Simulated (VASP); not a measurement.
Here is a VASP 6.6.1 calculation.

POSCAR

```
AlSn
1.0
    4.2533501828      0.0000000000      0.0000000000
   -2.1266750913      3.6835093094      0.0000000000
    0.0000000000      0.0000000000      3.3503631350
Sn Al
1 1
Direct
    0.3333333333      0.6666666667      0.5000000000
    0.0000000000      0.0000000000      0.0000000000
```

File INCAR.step1:

```
PREC = Accurate
ENCUT = 520
EDIFF = 1E-5
ISMEAR = -1
SIGMA = 0.05
LREAL = F
LASPH = T
NELM = 80
ALGO = Normal
ISIF = 2
LWAVE = T
LCHARG = F
NBANDS = 16
GGA = PE
```

File INCAR.step2:

```
PREC = Accurate
ENCUT = 520
EDIFF = 1E-6
ISMEAR = -1
SIGMA = 0.05
LREAL = F
LASPH = T
NELM = 80
ALGO = Normal
ISIF = 2
LWAVE = F
LCHARG = F
GGA = PE
LHFCALC = T
HFSCREEN = 0.2079
PRECFOCK = Normal
NBANDS = 16
ISTART = 1
```

The input KPOINTS:

```
regular mesh
0
Gamma
  4 4 6
```

Potentials or basis: VASP PAW PBE potentials, release 64 (Sn_d, Al).

Launch:

```sh
$ cat potpaw_PBE.64/Sn_d/POTCAR potpaw_PBE.64/Al/POTCAR > POTCAR
$ cp INCAR.step1 INCAR
$ mpirun -np 1 vasp_std > vasp.out
$ cp INCAR.step2 INCAR
$ mpirun -np 1 vasp_std > vasp.out
```

Q: Estimate the pressure.

A: -2.9 GPa.

Q: Predict the band gap on the k mesh.

A: Zero (an odd number of electrons rules out a gap without spin polarisation).

Stress tensor (GPa, compression positive):
```
-2.74  0.00  0.00
 0.00 -2.74  0.00
 0.00  0.00 -3.23
```

Caveat: the k points lie up to 0.43 Å⁻¹ apart, too coarse for converged energies and pressures of a metal; the PAW data sets were made with another functional, which shifts forces and pressure a little; spin-orbit coupling is left out, which moves the levels of the heavy elements.
